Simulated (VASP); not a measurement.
# AlCu5 (P4/mmm) in VASP: relaxation of cell and atoms with PBE

Aim: the relaxation of cell and atoms of AlCu5 with PBE.

All numbers are computed with VASP 6.6.1; they aren't measurements. Logs are shortened: lines on timing, memory, paths and dates and some standing lists are left out, and cuts for length are marked.

### 1 The cell of the first run

The structure is tetragonal, space group P4/mmm (No. 123). Conventional cell: a = 3.012 Å, b = 3.012 Å, c = 8.205 Å, α = 90.00°, β = 90.00°, γ = 90.00°. Al (site symmetry 4/mmm) has 10 Cu at 2.55 to 2.76 Å and 4 Al at 3.01 Å within 3.4 Å. Within 3.3 Å of Cu (site symmetry 4mm) lie 13 Cu at 2.52 to 3.01 Å and 1 Al at 2.76 Å. Within 3.3 Å of Cu (site symmetry 4mm) lie 10 Cu at 2.53 to 3.01 Å and 4 Al at 2.55 Å. Within 3.3 Å of Cu (site symmetry 4/mmm) lie 14 Cu at 2.52 to 3.01 Å.

### 2 Relaxation of cell and atoms, PBE

INCAR

```
SYSTEM = AlCu5
PREC     = Accurate       ! precision mode
ENCUT    = 600            ! plane-wave cutoff, eV
EDIFF    = 1E-7           ! SCF threshold, eV
ISMEAR   = 0              ! smearing method
SIGMA    = 0.1            ! smearing width, eV
LREAL    = .False.        ! projectors in reciprocal space
LASPH    = .True.         ! aspherical terms in the spheres
NELM     = 80             ! most SCF steps
ALGO     = Fast           ! electronic algorithm
ISIF     = 3              ! what is computed and relaxed
LWAVE    = .False.        ! write WAVECAR
LCHARG   = .False.        ! write CHGCAR
GGA      = PE             ! functional
IBRION   = 2              ! ionic algorithm
NSW      = 100            ! ionic steps
EDIFFG   = -0.01          ! ionic threshold
LUSENCCL = .False.
```

KPOINTS

```
regular mesh
0
Gamma
  12 12 6
  0 0 0
```

POSCAR

```
AlCu5
1.0
    3.0117766000      0.0000000000      0.0000000000
    0.0000000000      3.0117766000      0.0000000000
    0.0000000000      0.0000000000      8.2045450000
Al Cu
1 5
Direct
    0.0000000000      0.0000000000      0.5000000000
    0.0000000000      0.0000000000      0.8368130000
    0.5000000000      0.5000000000      0.6713940000
    0.5000000000      0.5000000000      0.3286060000
    0.0000000000      0.0000000000      0.1631870000
    0.5000000000      0.5000000000      0.0000000000
```

Potentials or basis: VASP PAW PBE potentials, release 64 (Al, Cu).

Run with:

```console
$ cat potpaw_PBE.64/Al/POTCAR potpaw_PBE.64/Cu/POTCAR > POTCAR
$ mpirun -np 1 vasp_std > vasp.out
```

OUTCAR:

```text
SYSTEM = AlCu5
   PREC = Accurate
   ENCUT = 600
   EDIFF = 1E-7
   ISMEAR = 0
   LREAL = .False.
   LASPH = .True.
   NELM = 80
   ISIF = 3
   GGA = PE
   IBRION = 2
   NSW = 100
   EDIFFG = -0.01

 ion  position               nearest neighbor table
   1  0.000  0.000  0.500-   3 2.55   4 2.55   3 2.55   4 2.55   3 2.55   4 2.55   3 2.55   4 2.55
                             2 2.76   5 2.76
   2  0.000  0.000  0.837-   6 2.52   6 2.52   6 2.52   6 2.52   3 2.53   3 2.53   3 2.53   3 2.53
                             5 2.68   1 2.76
   3  0.500  0.500  0.671-   2 2.53   2 2.53   2 2.53   2 2.53   1 2.55   1 2.55   1 2.55   1 2.55
                             6 2.70
   4  0.500  0.500  0.329-   5 2.53   5 2.53   5 2.53   5 2.53   1 2.55   1 2.55   1 2.55   1 2.55
                             6 2.70
   5  0.000  0.000  0.163-   6 2.52   6 2.52   6 2.52   6 2.52   4 2.53   4 2.53   4 2.53   4 2.53
                             2 2.68   1 2.76
   6  0.500  0.500  0.000-   2 2.52   5 2.52   2 2.52   5 2.52   2 2.52   5 2.52   2 2.52   5 2.52
                             4 2.70   3 2.70

  LATTYP: Found a simple tetragonal cell.
 ALAT       =     3.0117766000
 C/A-ratio  =     2.7241545737

  Lattice vectors:

 A1 = (   3.0117766000,   0.0000000000,   0.0000000000)
 A2 = (   0.0000000000,   3.0117766000,   0.0000000000)
 A3 = (   0.0000000000,   0.0000000000,   8.2045450000)

Analysis of symmetry for initial positions (statically):
=====================================================================
 Subroutine PRICEL returns:
 Original cell was already a primitive cell.

 Routine SETGRP: Setting up the symmetry group for a
 simple tetragonal supercell.

 Subroutine GETGRP returns: Found 16 space group operations
 (whereof 16 operations were pure point group operations)
 out of a pool of 16 trial point group operations.

The static configuration has the point symmetry D_4h.

Analysis of symmetry for dynamics (positions and initial velocities):
=====================================================================
 Subroutine PRICEL returns:
 Original cell was already a primitive cell.

 Routine SETGRP: Setting up the symmetry group for a
 simple tetragonal supercell.

 Subroutine GETGRP returns: Found 16 space group operations
 (whereof 16 operations were pure point group operations)
 out of a pool of 16 trial point group operations.

The dynamic configuration has the point symmetry D_4h.

 Subroutine INISYM returns: Found 16 space group operations
 (whereof 16 operations are pure point group operations),
 and found     1 'primitive' translations

----------------------------------------------------------------------------------------

                                     Primitive cell

  volume of cell :      74.4218

  direct lattice vectors                    reciprocal lattice vectors
     3.011776600  0.000000000  0.000000000     0.332029939  0.000000000  0.000000000
     0.000000000  3.011776600  0.000000000     0.000000000  0.332029939  0.000000000
     0.000000000  0.000000000  8.204545000     0.000000000  0.000000000  0.121883663

  length of vectors
     3.011776600  3.011776600  8.204545000     0.332029939  0.332029939  0.121883663

  position of ions in fractional coordinates (direct lattice)
     0.000000000  0.000000000  0.500000000
     0.000000000  0.000000000  0.836813000
     0.500000000  0.500000000  0.671394000
     0.500000000  0.500000000  0.328606000
     0.000000000  0.000000000  0.163187000
     0.500000000  0.500000000  0.000000000

  ion indices of the primitive-cell ions
   primitive index   ion index
                 1           1
                 2           2
                 3           3
                 4           4
                 5           5
                 6           6

----------------------------------------------------------------------------------------

 KPOINTS: regular mesh

Automatic generation of k-mesh.
 Grid dimensions read from file:
 generate k-points for:   12   12    6

 Generating k-lattice:

  Cartesian coordinates                     Fractional coordinates (reciprocal lattice)
     0.027669162  0.000000000  0.000000000     0.083333333  0.000000000  0.000000000
     0.000000000  0.027669162  0.000000000     0.000000000  0.083333333  0.000000000
     0.000000000  0.000000000  0.020313944     0.000000000  0.000000000  0.166666667

  Length of vectors
     0.027669162  0.027669162  0.020313944

  Shift w.r.t. Gamma in fractional coordinates (k-lattice)
     0.000000000  0.000000000  0.000000000

 Subroutine IBZKPT returns following result:
 ===========================================

 Found    112 irreducible k-points:

 Following reciprocal coordinates:
            Coordinates               Weight
  0.000000  0.000000  0.000000      1.000000
  0.083333  0.000000  0.000000      4.000000
  0.166667  0.000000  0.000000      4.000000
  0.250000  0.000000  0.000000      4.000000
  0.333333  0.000000  0.000000      4.000000
  0.416667  0.000000  0.000000      4.000000
[... 16 lines left out ...]
  0.333333  0.333333  0.000000      4.000000
  0.416667  0.333333  0.000000      8.000000
 [... further k-points ...]
   k-points           NKPTS =    112   k-points in BZ     NKDIM =    112   number of bands    NBANDS=     34
   number of dos      NEDOS =    301   number of ions     NIONS =      6
   total plane-waves  NPLWV =  40320
   dimension x,y,z NGX =    24 NGY =   24 NGZ =   70
   dimension x,y,z NGXF=    48 NGYF=   48 NGZF=  140
   ions per type =               1   5
   NGX,Y,Z   is equivalent  to a cutoff of  13.25, 13.25, 14.18 a.u.
   NGXF,Y,Z  is equivalent  to a cutoff of  26.50, 26.50, 28.37 a.u.
 SYSTEM =  AlCu5
   PREC   = accura    normal or accurate (medium, high low for compatibility)
   ISTART =      0    job   : 0-new  1-cont  2-samecut
   ICHARG =      2    charge: 1-file 2-atom 10-const
   ISPIN  =      1    spin polarized calculation?
   LNONCOLLINEAR =      F non collinear calculations
   LSORBIT =      F    spin-orbit coupling
   LASPH  =      T    aspherical Exc in radial PAW
   ENCUT  =  600.0 eV  44.10 Ry    6.64 a.u.   6.02  6.02 16.39*2*pi/ulx,y,z
   NELM   =     80;   NELMIN=  2; NELMDL= -5     # of ELM steps
   EDIFF  = 0.1E-06   stopping-criterion for ELM
   LREAL  =      F    real-space projection
   EDIFFG = -.1E-01   stopping-criterion for IOM
   NSW    =    100    number of steps for IOM
   IBRION =      2    ionic relax: 0-MD 1-quasi-New 2-CG
   NFREE  =      1    steps in history (QN), initial steepest desc. (CG)
   ISIF   =      3    stress and relaxation
   ISYM   =      2    0-nonsym 1-usesym 2-fastsym
   POTIM  = 0.5000    time-step for ionic-motion
   TEBEG  =    0.0;   TEEND  =   0.0 temperature during run
   PSTRESS=    0.0 pullay stress
   NELECT =      58.0000    total number of electrons
   NUPDOWN=      -1.0000    fix difference up-down
   EMIN   =  10.00;   EMAX   =-10.00  energy-range for DOS
   EFERMI =   0.00;   METHOD = LEGACY
   ISMEAR =     0;   SIGMA  =   0.10  broadening in eV -4-tet -1-fermi 0-gaus
   EFERMI_NEDOS =   21; number of points for ismear=-14 and -15
   IALGO  =     68    algorithm
   IMIX   =      4    mixing-type and parameters
     AMIX     =   0.40;   BMIX     =  1.00
     AMIX_MAG =   1.60;   BMIX_MAG =  1.00
  volume/ion in A,a.u.               =      12.40        83.70
  Fermi-wavevector in a.u.,A,eV,Ry     =   1.506552  2.846971 30.881133  2.269699
  Thomas-Fermi vector in A             =   2.617255
   LORBIT       =      0    0 simple, 1 ext, 2 COOP (PROOUT), +10 PAW based schemes
   GGA     = PE    functional components
   LHFCALC =     F    Hartree Fock is set to
   AEXX    =    0.0000 exact exchange contribution
   IVDW    =     0    specifies the selected vdW correction
   LEPSILON=     F    determine dielectric tensor
   LRPA    =     F    only Hartree local field effects (RPA)
 conjugate gradient relaxation of ions
 non-spin polarized calculation
 RMM-DIIS sequential band-by-band and
 Gauss-broadening in eV      SIGMA  =   0.10
  energy-cutoff  :      600.00
  volume of cell :       74.42
 maximum number of plane-waves:      2520
   NGX = 13   NGY = 13   NGZ = 33

--------------------------------------- Ionic step        1  -------------------------------------------

 number of electron      58.0000041 magnetization

 Free energy of the ion-electron system (eV)
  ---------------------------------------------------
  ext. energy  EPLUGINS =         0.00000000
  ---------------------------------------------------
  free energy    TOTEN  =       -22.83501056 eV

  energy without entropy =      -22.82453894  energy(sigma->0) =      -22.82977475

------------------------ aborting loop because EDIFF is reached ----------------------------------------

  FORCE on cell =-STRESS in cart. coord.  units (eV):
  Direction    XX          YY          ZZ          XY          YZ          ZX
  --------------------------------------------------------------------------------------
  -------------------------------------------------------------------------------------
  Total        0.2796008      0.2796008      0.3442752      0.0000000      0.0000000      0.0000000
  in kB        6.0193422      6.0193422      7.4116742      0.0000000      0.0000000      0.0000000
  external PRESSURE =       6.4834529 kB  Pullay stress =       0.0000000 kB
[... 105 lines left out ...]
  energy  without entropy=      -22.8249399773  energy(sigma->0) =      -22.83018063

--------------------------------------- Ionic step        4  -------------------------------------------

 number of electron      58.0000027 magnetization

 Free energy of the ion-electron system (eV)
  ---------------------------------------------------
  ext. energy  EPLUGINS =         0.00000000
  ---------------------------------------------------
  free energy    TOTEN  =       -22.83542319 eV

  energy without entropy =      -22.82494025  energy(sigma->0) =      -22.83018172

 E-fermi :   7.8479     XC(G=0): -12.2409

 val. band max:        7.8452004043   @ k =   0.5000   0.4167   0.3333
 cond. band min:       7.8510866288   @ k =   0.3333   0.1667   0.5000
 fundamental gap:      0.0058862245
 Fermi energy:         7.8479311070

 k-point     1 :       0.0000    0.0000    0.0000
  band No.  band energies     occupation
      1      -2.4149      2.00000
      2       0.2456      2.00000
      3       0.3602      2.00000
      4       3.3111      2.00000
      5       3.3802      2.00000
      6       3.4012      2.00000
[... 877 lines left out ...]
     33      11.8878      0.00000
     34      12.2384      0.00000

 [... further k-points ...]

------------------------ aborting loop because EDIFF is reached ----------------------------------------

  FORCE on cell =-STRESS in cart. coord.  units (eV):
  Direction    XX          YY          ZZ          XY          YZ          ZX
  --------------------------------------------------------------------------------------
  -------------------------------------------------------------------------------------
  Total       -0.0390403     -0.0390403      0.0145398      0.0000000     -0.0000000      0.0000000
  in kB       -0.8372494     -0.8372494      0.3118176      0.0000000     -0.0000000      0.0000000
  external PRESSURE =      -0.4542271 kB  Pullay stress =       0.0000000 kB
[... 21 lines left out ...]
  FREE ENERGIE OF THE ION-ELECTRON SYSTEM (eV)
  ---------------------------------------------------
  free  energy   TOTEN  =       -22.8354231947 eV

  energy  without entropy=      -22.8249402476  energy(sigma->0) =      -22.83018172

 reached required accuracy - stopping structural energy minimisation
```

It took 27 min on 1 × NVIDIA H100 80GB with 1 thread of AMD EPYC 7R13 (Zen 3), shared host; peak memory 1.5 GiB.

Results:

```
Free energy                           : -22.8354 eV
Relaxed volume                        : 12.45 Å³/atom
Relaxed cell                          : a = 3.015 Å, b = 3.015 Å, c = 8.217 Å, α = 90.00°, β = 90.00°, γ = 90.00°
Space group after relaxing (to 0.1 Å) : P4/mmm (No. 123)
Energy gained by relaxing             : 0.1 meV/atom
Ionic steps                           : 4
Pressure after relaxing               : 0.0 GPa
Largest force after relaxing          : 0.004 eV/Å
Band gap on the k mesh                : zero (bands 29 and 30 overlap by 2.81 eV)
```

Forces in eV/Å, atoms in the order of the input:
```
Al   0.000  0.000  0.000
Cu   0.000  0.000 -0.002
Cu   0.000  0.000  0.004
Cu   0.000  0.000 -0.004
Cu   0.000  0.000  0.002
Cu   0.000  0.000  0.000
```

Stress tensor (GPa, compression positive):
```
-0.08  0.00  0.00
 0.00 -0.08  0.00
 0.00  0.00  0.03
```

Step by step:
| step | energy change (eV) | largest force (eV/Å) | pressure (GPa) | volume (Å³) |
| --- | --- | --- | --- | --- |
| 1 | 0.0000 | 0.0042 | 0.65 | 74.42 |
| 2 | 0.0000 | 0.0052 | -0.45 | 74.96 |
| 3 | -0.0004 | 0.0043 | 0.06 | 74.67 |
| 4 | -0.0004 | 0.0042 | -0.05 | 74.71 |

Final structure:
```cif
data_structure
_symmetry_space_group_name_H-M 'P 1'
_symmetry_Int_Tables_number 1
_cell_length_a 3.0154
_cell_length_b 3.0154
_cell_length_c 8.2166
_cell_angle_alpha 90.000
_cell_angle_beta 90.000
_cell_angle_gamma 90.000
_cell_volume 74.71
loop_
_atom_site_label
_atom_site_type_symbol
_atom_site_fract_x
_atom_site_fract_y
_atom_site_fract_z
_atom_site_occupancy
Al1 Al 0.00000 0.00000 0.50000 1
Cu1 Cu 0.00000 0.00000 0.83680 1
Cu2 Cu 0.50000 0.50000 0.67140 1
Cu3 Cu 0.50000 0.50000 0.32860 1
Cu4 Cu 0.00000 0.00000 0.16320 1
Cu5 Cu 0.50000 0.50000 0.00000 1
```

Levels at points of the mesh, in eV from the Fermi level:
| k point | band 26 | band 27 | band 28 | band 29 | band 30 | band 31 | band 32 | band 33 |
| --- | --- | --- | --- | --- | --- | --- | --- | --- |
| (0.00, 0.00, 0.00) | -1.94 | -1.94 | -1.63 | 0.86 | 1.02 | 5.17 | 5.17 | 7.19 |
| (0.50, 0.00, 0.00) | -1.61 | -1.57 | -1.43 | -1.42 | -1.31 | -1.26 | 4.12 | 4.51 |
| (0.50, 0.50, 0.00) | -1.96 | -1.96 | 0.13 | 1.17 | 1.77 | 1.77 | 2.25 | 2.25 |
| (0.00, 0.00, 0.50) | -2.01 | -1.67 | -1.63 | -1.36 | 5.08 | 5.50 | 5.50 | 5.61 |
| (0.50, 0.00, 0.50) | -1.73 | -1.60 | -1.59 | -1.59 | -1.06 | -0.84 | 2.62 | 3.02 |
| (0.50, 0.50, 0.50) | -0.38 | -0.38 | -0.37 | -0.37 | 0.14 | 1.18 | 3.08 | 3.43 |
